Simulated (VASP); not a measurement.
Input of a VASP 6.6.1 run:

INCAR

```
SYSTEM = Ca2Te2H5
  PREC = Accurate
  ENCUT = 520
  EDIFF = 1E-6
  ISMEAR = 0
  SIGMA = 0.1
  LREAL = .False.
  LASPH = .True.
  NELM = 60
  ALGO = Normal
  ISIF = 2
  LWAVE = .False.
  LCHARG = .False.
  GGA = PE
  NBANDS = 28
```

The input KPOINTS:

```
Automatic mesh
0
Gamma
  4 4 2
  0 0 0
```

The input POSCAR:

```
Ca2Te2H5
1.0
    4.0232985355      0.0000000000      0.0000000000
    0.0000000000      4.0232985355      0.0000000000
    0.0000000000      0.0000000000     10.6264308781
Ca Te H
2 2 5
Direct
    0.0000000000      0.0000000000      0.0000000000
    0.0000000000      0.0000000000      0.5000000000
    0.5000000000      0.5000000000      0.1829335972
    0.5000000000      0.5000000000      0.8170664028
    0.5000000000      0.0000000000      0.1449111117
    0.5000000000      0.0000000000      0.8550888883
    0.5000000000      0.5000000000      0.5000000000
    0.0000000000      0.5000000000      0.1449111117
    0.0000000000      0.5000000000      0.8550888883
```

Potentials or basis: VASP PAW PBE potentials, release 64 (Ca_sv, Te, H).

Command:

```sh
$ cat potpaw_PBE.64/Ca_sv/POTCAR potpaw_PBE.64/Te/POTCAR potpaw_PBE.64/H/POTCAR > POTCAR
$ mpirun -np 1 vasp_std > vasp.out
```

What does it give for the largest force?

0.018 eV/Å.

Estimate the pressure.

0.0 GPa.

Stress tensor (GPa, compression positive):
```
 0.06  0.00  0.00
 0.00  0.06  0.00
 0.00  0.00 -0.09
```

Caveat: the k points lie up to 0.39 Å⁻¹ apart.
